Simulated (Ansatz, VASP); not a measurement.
**CeO2: VASP beside Ansatz**

```
CELL_PARAMETERS angstrom
0.00000 2.71865 2.71865
2.71865 0.00000 2.71865
2.71865 2.71865 0.00000
ATOMIC_POSITIONS crystal
Ce 0.00000 0.00000 0.00000
O 0.25000 0.25000 0.25000
O 0.75000 0.75000 0.75000
```

Alike in both runs: task single point; functional PBE; k mesh 8 × 8 × 8; occupations fermi-dirac, width 0.02 eV; no spin polarisation.

|  | VASP | Ansatz |
| --- | --- | --- |
| version | VASP 6.6.1 | Ansatz 0.2.0 |
| potentials or method | VASP PAW PBE potentials, release 64 (Ce, O) | plane waves, PAW |
| plane-wave cutoff (eV) | 600 | 420 |
| valence electrons in the cell | 24 | 24 |

|  | VASP | Ansatz | Ansatz less VASP |
| --- | --- | --- | --- |
| gap on the k mesh at the Fermi level (eV) | 1.91 | 1.94 | +0.034 |
| pressure (GPa) | 2.6 | 2.7 | +0.11 |

With one functional, cell and mesh, what is left measures potentials, basis and numerics.

Neither program's run includes spin-orbit coupling.
